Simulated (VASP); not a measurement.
The system is Hf3H.

```xyz
4
Lattice="3.1400 0.0000 0.0000 -1.5700 2.7193 0.0000 0.0000 0.0000 7.4500" Properties=species:S:1:pos:R:3 pbc="T T T"
Hf    1.5700    0.9064    4.9667
Hf    0.0000    1.8129    2.4833
Hf    0.0000    0.0000    0.0000
H     0.0000    0.0000    3.7250
```

- Program: VASP 6.6.1
- Task: relaxation of cell and atoms
- Functional: PBE
- Potentials or basis: VASP PAW PBE potentials, release 64 (Hf_pv, H)
- Cutoff: 600 eV
- k mesh: 7 × 7 × 3
- Occupations: gaussian, width 0.2 eV
- Spin: no spin polarisation

At the start: pressure 10.3 GPa; volume 15.90 Å³/atom.

Question: How do energy, volume and symmetry change on relaxing?

Answer: Over 7 steps the energy falls by 52.8 meV/atom and the volume is 17.13 Å³/atom (+7.7 %); space group P-3m1 (No. 164, to 0.05 Å).

The path:
| step | energy change (eV) | largest force (eV/Å) | pressure (GPa) | volume (Å³) |
| --- | --- | --- | --- | --- |
| 1 | 0.0000 | 0.6901 | 10.31 | 63.61 |
| 2 | -0.0906 | 0.0253 | -7.25 | 73.48 |
| 3 | -0.1960 | 0.2417 | -0.84 | 69.06 |
| 4 | -0.1960 | 0.2485 | -0.64 | 68.95 |
| 5 | -0.2090 | 0.1518 | -0.03 | 68.52 |
| 6 | -0.2097 | 0.1253 | 0.16 | 68.40 |
| 7 | -0.2111 | 0.0554 | -0.09 | 68.51 |

Final structure:
```
Hf H
1.0
     3.17825    0.00000    0.00000
    -1.58913    2.75245    0.00000
     0.00000    0.00000    7.83155
Hf H
3 1
Direct
  0.66667 0.33333 0.67206
  0.33333 0.66667 0.32794
  0.00000 0.00000 0.00000
  0.00000 0.00000 0.50000
```

Caveat: the relaxation stopped at a loose force limit of 0.08 eV/Å, so its end isn't a converged minimum.
